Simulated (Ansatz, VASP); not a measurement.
# Two plane-wave programs on Rb

Contents of INCAR:

```
SYSTEM = Rb
PREC = Accurate ; ENCUT = 520
EDIFF = 1E-7 ; ISMEAR = 0
SIGMA = 0.15 ; LREAL = .False.
LASPH = .True. ; NELM = 60
ALGO = Fast ; ISIF = 2
LWAVE = .False. ; LCHARG = .True.
GGA = PS ; LELF = .True.
LVHAR = .True. ; NBANDS = 10
```

Contents of KPOINTS:

```
Automatic mesh
0
Gamma
  12 12 12
  0 0 0
```

The input POSCAR:

```
Rb
1.0
   -2.8761500000      2.8761500000      2.7358500000
    2.8761500000     -2.8761500000      2.7358500000
    2.8761500000      2.8761500000     -2.7358500000
Rb
1
Direct
    0.0000000000      0.0000000000      0.0000000000
```

Input for Ansatz:

```yaml
crystal:
  lattice:
    - [-2.87615, 2.87615, 2.73585]
    - [2.87615, -2.87615, 2.73585]
    - [2.87615, 2.87615, -2.73585]
  atoms:
    - { symbol: Rb, position: [0.0, 0.0, 0.0] }
basis:
  ecutwfc: 420
kpoints:
  mp_grid: { grid: [12, 12, 12] }
hamiltonian:
  xc: pbesol
scf:
  occupations: { method: gaussian, width: 0.15 }
output:
  forces: true
  stress: true
  eigenvalues: true
```

Change from the starting cell: strain +0.025 along x and y, -0.025 along z, atoms carried along.

Alike in both runs: task single point; functional PBEsol; k mesh 12 × 12 × 12; occupations gaussian, width 0.15 eV; no spin polarisation.

```csv
,VASP,Ansatz
version,VASP 6.6.1,Ansatz 0.2.0
potentials or method,"VASP PAW PBE potentials, release 64 (Rb_sv), cutoff 520 eV","scalar-relativistic, plane waves, PAW"
valence electrons in the cell,9,9
```

|  | VASP | Ansatz | Ansatz less VASP |
| --- | --- | --- | --- |
| gap on the k mesh at the Fermi level (eV) | none | none | - |
| pressure (GPa) | -0.1 | -0.1 | 0.00 |

VASP's potentials were made for PBE, not for PBEsol. A gap of «none» marks a metal or a gap that the smearing closes. The functional is the same, so the differences come from potentials, cutoffs and numerics.
